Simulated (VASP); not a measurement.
# MgS (Fm-3m) in VASP: notebook, part 2 of 2

VASP 6.6.1. The steps go on from the part before.

### Step 3. Single point, revPBE

INCAR reads:

```
ALGO     = Normal         # electronic algorithm
EDIFF    = 1E-6           # SCF threshold, eV
ENCUT    = 600            # plane-wave cutoff, eV
GGA      = RE             # functional
GGA_COMPAT= F            
ISIF     = 2              # what is computed and relaxed
ISMEAR   = 0              # smearing method
LASPH    = T              # aspherical terms in the spheres
LCHARG   = T              # write CHGCAR
LELF     = T              # ELF
LREAL    = F              # projectors in reciprocal space
LVHAR    = T            
LWAVE    = F              # write WAVECAR
NBANDS   = 11             # bands
NELM     = 120            # most SCF steps
PREC     = Accurate       # precision mode
SIGMA    = 0.01           # smearing width, eV
```

KPOINTS reads:

```
k-points
0
Gamma
  6 6 6
```

POSCAR reads:

```
MgS
1.0
    0.0000000000      2.6043975556      2.6043975556
    2.6043975556      0.0000000000      2.6043975556
    2.6043975556      2.6043975556      0.0000000000
Mg S
1 1
Direct
    0.1490000000      0.4950000000      0.6180000000
    0.6490000000      0.9950000000      1.1180000000
```

Potentials or basis: VASP PAW PBE potentials, release 64 (Mg, S).

On the command line:

```bash
$ cat potpaw_PBE.64/Mg/POTCAR potpaw_PBE.64/S/POTCAR > POTCAR
$ mpirun -np 1 vasp_std > vasp.out
```

OUTCAR:

```text
EDIFF = 1E-6
   ENCUT = 600
   GGA = RE
   ISIF = 2
   ISMEAR = 0
   LASPH = T
   LREAL = F
   NELM = 120
   PREC = Accurate

 ion  position               nearest neighbor table
   1  0.149  0.495  0.618-   2 2.60   2 2.60   2 2.60   2 2.60   2 2.60   2 2.60
   2  0.649  0.995  0.118-   1 2.60   1 2.60   1 2.60   1 2.60   1 2.60   1 2.60

  LATTYP: Found a face centered cubic cell.
 ALAT       =     5.2087951112

  Lattice vectors:

 A1 = (   0.0000000000,   2.6043975556,   2.6043975556)
 A2 = (   2.6043975556,   0.0000000000,   2.6043975556)
 A3 = (   2.6043975556,   2.6043975556,   0.0000000000)

Analysis of symmetry for initial positions (statically):
=====================================================================
 Subroutine PRICEL returns:
 Original cell was already a primitive cell.

 Routine SETGRP: Setting up the symmetry group for a
 face centered cubic supercell.

 Subroutine GETGRP returns: Found 48 space group operations
 (whereof  1 operations were pure point group operations)
 out of a pool of 48 trial point group operations.

[... 165 lines left out ...]
      1      -8.8669      2.00000
      2       3.7709      2.00000
      3       3.7709      2.00000
      4       3.7709      2.00000
      5       7.5806      0.00000
      6      11.7551      0.00000
      7      11.7551      0.00000
      8      11.7551      0.00000
      9      14.1295      0.00000
     10      14.1295      0.00000
     11      16.3661      0.00000
[... 197 lines left out ...]
 k-point    16 :      -0.3333    0.5000    0.1667
  band No.  band energies     occupation
      1      -7.1767      2.00000
      2       0.0553      2.00000
      3       1.2180      2.00000
      4       1.5919      2.00000
      5       8.2663      0.00000
      6      10.0334      0.00000
      7      12.9906      0.00000
      8      13.6021      0.00000
      9      17.6630      0.00000
     10      18.8674      0.00000
     11      19.2641      0.00000

------------------------ aborting loop because EDIFF is reached ----------------------------------------

  FORCE on cell =-STRESS in cart. coord.  units (eV):
  Direction    XX          YY          ZZ          XY          YZ          ZX
  --------------------------------------------------------------------------------------
  -------------------------------------------------------------------------------------
  Total        0.5095484      0.5095484      0.5095484      0.0000000      0.0000000      0.0000000
  in kB       23.1070328     23.1070328     23.1070328      0.0000000      0.0000000      0.0000000
  external PRESSURE =      23.1070328 kB  Pullay stress =       0.0000000 kB

 VOLUME and BASIS-vectors are now :
 -----------------------------------------------------------------------------
  energy-cutoff  :      600.00
  volume of cell :       35.33
      direct lattice vectors                 reciprocal lattice vectors
     0.000000000  2.604397556  2.604397556    -0.191982979  0.191982979  0.191982979
     2.604397556  0.000000000  2.604397556     0.191982979 -0.191982979  0.191982979
     2.604397556  2.604397556  0.000000000     0.191982979  0.191982979 -0.191982979

 POSITION                                       TOTAL-FORCE (eV/Angst)
 -----------------------------------------------------------------------------------
      2.89869      1.99757      1.67723         0.000000      0.000000      0.000000
      2.89869      1.99757      4.28163        -0.000000     -0.000000     -0.000000
 -----------------------------------------------------------------------------------
    total drift:                                0.000000     -0.000000      0.000001

  FREE ENERGIE OF THE ION-ELECTRON SYSTEM (eV)
  ---------------------------------------------------
  free  energy   TOTEN  =        -8.0245495511 eV

  energy  without entropy=       -8.0245495511  energy(sigma->0) =       -8.02454955
```

stdout:

```text
POSCAR found type information on POSCAR MgS
 POSCAR found :  2 types and       2 ions
 scaLAPACK will be used
 -----------------------------------------------------------------------------
|                                                                             |
|                                                                             |
|     You enforced a specific xc type in the INCAR file but a different       |
|     I HOPE YOU KNOW WHAT YOU ARE DOING!                                     |
|                                                                             |
 -----------------------------------------------------------------------------

 LDA part: xc-table for (Slater+PW92), standard interpolation
 POSCAR, INCAR and KPOINTS ok, starting setup
 FFT: planning ... GRIDC
 FFT: planning ... GRID_SOFT
 FFT: planning ... GRID
 WAVECAR not read
 entering main loop
```

Run time: 12 s. Hardware: 1 thread of AMD EPYC 7R13 (Zen 3), shared host; peak memory 0.13 GiB.

What came out:

| Quantity | Value |
| --- | --- |
| Free energy | -8.0245 eV |
| Pressure | 2.3 GPa |
| Band gap on the k mesh | 2.88 eV, indirect (least direct gap 3.81 eV) |

Levels at points of the mesh, in eV from the valence-band top:
| k point | band 2 | band 3 | band 4 | band 5 | band 6 | band 7 |
| --- | --- | --- | --- | --- | --- | --- |
| (0.00, 0.00, 0.00) | 0.00 | 0.00 | 0.00 | 3.81 | 7.98 | 7.98 |
| (0.50, 0.00, 0.00) | -4.78 | -0.59 | -0.59 | 4.61 | 6.96 | 6.96 |
| (0.50, 0.50, 0.00) | -4.16 | -1.67 | -1.67 | 2.88 | 4.45 | 12.06 |

Caveat: the PAW data sets were made with another functional, which shifts forces and pressure a little.

### Step 4. Single point, PBE

INCAR reads:

```
SYSTEM = MgS
  PREC = Accurate
  ENCUT = 600
  EDIFF = 1E-6
  ISMEAR = -1
  SIGMA = 0.13605693122994
  LREAL = .FALSE.
  LASPH = .TRUE.
  NELM = 120
  ALGO = Normal
  ISIF = 2
  LWAVE = .FALSE.
  LCHARG = .TRUE.
  GGA = PE
  LELF = .TRUE.
  LVHAR = .TRUE.
  NBANDS = 11
  GGA_COMPAT = .FALSE.
```

KPOINTS reads:

```
Automatic mesh
0
G
  6 6 6
  0 0 0
```

POSCAR reads:

```
MgS
1.0
    0.0000000000      2.6043975556      2.6043975556
    2.6043975556      0.0000000000      2.6043975556
    2.6043975556      2.6043975556      0.0000000000
Mg S
1 1
Direct
    0.6830000000      0.6510000000      0.9180000000
    1.1830000000      1.1510000000      1.4180000000
```

On the command line:

```bash
$ cat potpaw_PBE.64/Mg/POTCAR potpaw_PBE.64/S/POTCAR > POTCAR
$ mpirun -np 1 vasp_std > vasp.out
```

Run time: 9.2 s. Hardware: 1 thread of AMD EPYC 7R13 (Zen 3), shared host; peak memory 0.13 GiB.

It converged, with:

| Item | Value |
| --- | --- |
| Free energy | -8.5001 eV |
| Pressure | 0.7 GPa |
| Band gap on the k mesh | 2.77 eV, indirect (least direct gap 3.68 eV) |

Levels at points of the mesh, in eV from the valence-band top:
| k point | band 2 | band 3 | band 4 | band 5 | band 6 | band 7 |
| --- | --- | --- | --- | --- | --- | --- |
| (0.00, 0.00, 0.00) | 0.00 | 0.00 | 0.00 | 3.68 | 7.96 | 7.96 |
| (0.50, 0.00, 0.00) | -4.81 | -0.59 | -0.59 | 4.54 | 6.90 | 6.90 |
| (0.50, 0.50, 0.00) | -4.18 | -1.68 | -1.68 | 2.77 | 4.40 | 11.97 |

A k mesh can miss the band edges. Expect the measured gap to be larger: semilocal functionals such as PBE lack the derivative discontinuity.

### Step 5. Single point, LDA

INCAR reads:

```
  PREC = Accurate
  ENCUT = 600
  EDIFF = 1E-6
  ISMEAR = 0
  SIGMA = 0.1
  LREAL = F
  LASPH = T
  NELM = 120
  ALGO = Normal
  ISIF = 2
  LWAVE = F
  LCHARG = T
  LELF = T
  LVHAR = T
  NBANDS = 11
  GGA_COMPAT = F
```

KPOINTS reads:

```
regular mesh
0
Gamma
  6 6 6
```

POSCAR reads:

```
MgS
1.0
    0.0000000000      2.6043975556      2.6043975556
    2.6043975556      0.0000000000      2.6043975556
    2.6043975556      2.6043975556      0.0000000000
Mg S
1 1
Direct
    0.0000000000      0.0000000000      0.0000000000
    0.5000000000      0.5000000000      0.5000000000
```

Potentials or basis: VASP PAW LDA potentials, release 64 (Mg, S).

On the command line:

```bash
$ cat potpaw_LDA.64/Mg/POTCAR potpaw_LDA.64/S/POTCAR > POTCAR
$ mpirun -np 1 vasp_std > vasp.out
```

OUTCAR:

```text
PREC = Accurate
   ENCUT = 600
   EDIFF = 1E-6
   ISMEAR = 0
   LREAL = F
   LASPH = T
   NELM = 120
   ISIF = 2

 ion  position               nearest neighbor table
   1  0.000  0.000  0.000-   2 2.60   2 2.60   2 2.60   2 2.60   2 2.60   2 2.60
   2  0.500  0.500  0.500-   1 2.60   1 2.60   1 2.60   1 2.60   1 2.60   1 2.60

  LATTYP: Found a face centered cubic cell.
 ALAT       =     5.2087951112

  Lattice vectors:

 A1 = (   0.0000000000,   2.6043975556,   2.6043975556)
 A2 = (   2.6043975556,   0.0000000000,   2.6043975556)
 A3 = (   2.6043975556,   2.6043975556,   0.0000000000)

Analysis of symmetry for initial positions (statically):
=====================================================================
 Subroutine PRICEL returns:
 Original cell was already a primitive cell.

 Routine SETGRP: Setting up the symmetry group for a
 face centered cubic supercell.

 Subroutine GETGRP returns: Found 48 space group operations
 (whereof 48 operations were pure point group operations)
 out of a pool of 48 trial point group operations.

The static configuration has the point symmetry O_h .

[... 160 lines left out ...]
  band No.  band energies     occupation
      1      -9.0676      2.00000
      2       3.5547      2.00000
      3       3.5547      2.00000
      4       3.5547      2.00000
      5       7.0206      0.00000
      6      11.3920      0.00000
      7      11.3920      0.00000
      8      11.3920      0.00000
      9      13.8148      0.00000
     10      13.8148      0.00000
     11      15.8986      0.00000
[... 197 lines left out ...]
 k-point    16 :      -0.3333    0.5000    0.1667
  band No.  band energies     occupation
      1      -7.3304      2.00000
      2      -0.2378      2.00000
      3       0.9425      2.00000
      4       1.2960      2.00000
      5       7.7666      0.00000
      6       9.6537      0.00000
      7      12.5072      0.00000
      8      13.2095      0.00000
      9      17.0439      0.00000
     10      18.3436      0.00000
     11      18.8441      0.00000

------------------------ aborting loop because EDIFF is reached ----------------------------------------

  FORCE on cell =-STRESS in cart. coord.  units (eV):
  Direction    XX          YY          ZZ          XY          YZ          ZX
  --------------------------------------------------------------------------------------
  -------------------------------------------------------------------------------------
  Total       -0.8859054     -0.8859054     -0.8859054      0.0000000      0.0000000      0.0000000
  in kB      -40.1740961    -40.1740961    -40.1740961      0.0000000      0.0000000      0.0000000
  external PRESSURE =     -40.1740961 kB  Pullay stress =       0.0000000 kB

 VOLUME and BASIS-vectors are now :
 -----------------------------------------------------------------------------
  energy-cutoff  :      600.00
  volume of cell :       35.33
      direct lattice vectors                 reciprocal lattice vectors
     0.000000000  2.604397556  2.604397556    -0.191982979  0.191982979  0.191982979
     2.604397556  0.000000000  2.604397556     0.191982979 -0.191982979  0.191982979
     2.604397556  2.604397556  0.000000000     0.191982979  0.191982979 -0.191982979

 POSITION                                       TOTAL-FORCE (eV/Angst)
 -----------------------------------------------------------------------------------
      0.00000      0.00000      0.00000        -0.000000     -0.000000      0.000000
      2.60440      2.60440      2.60440         0.000000      0.000000      0.000000
 -----------------------------------------------------------------------------------
    total drift:                               -0.000000     -0.000000      0.000000

  FREE ENERGIE OF THE ION-ELECTRON SYSTEM (eV)
  ---------------------------------------------------
  free  energy   TOTEN  =        -9.5659045470 eV

  energy  without entropy=       -9.5659045470  energy(sigma->0) =       -9.56590455
```

Run time: 9.9 s. Hardware: 1 thread of AMD EPYC 7R13 (Zen 3), shared host; peak memory 0.12 GiB.

What came out:

```yaml
Free_energy: -9.5659 eV
Pressure: -4.0 GPa
Band_gap_on_the_k_mesh: 2.55 eV, indirect (least direct gap 3.47 eV)
```

A k mesh can miss the band edges.

### Step 6. The runs side by side

| level | potentials or basis | smearing | gap on the mesh (eV) | pressure (GPa) |
| --- | --- | --- | --- | --- |
| LDA | VASP PAW LDA potentials, release 64 (Mg, S) | tetrahedron | 2.55 | -4.0 |
| revPBE | VASP PAW PBE potentials, release 64 (Mg, S) | gaussian 0.01 eV | 2.88 | 2.3 |
| PBE | VASP PAW PBE potentials, release 64 (Mg, S) | fermi-dirac 0.136057 eV | 2.77 | 0.7 |
| LDA | VASP PAW LDA potentials, release 64 (Mg, S) | gaussian 0.1 eV | 2.55 | -4.0 |

Alike in all rows: task single point; no spin polarisation; cell as given; k mesh 6 × 6 × 6; cutoff (eV) 600.

Caveats: the PAW data sets were made with another functional, which shifts forces and pressure a little (some runs).

Absolute energies hang on the potentials; compare differences alone.
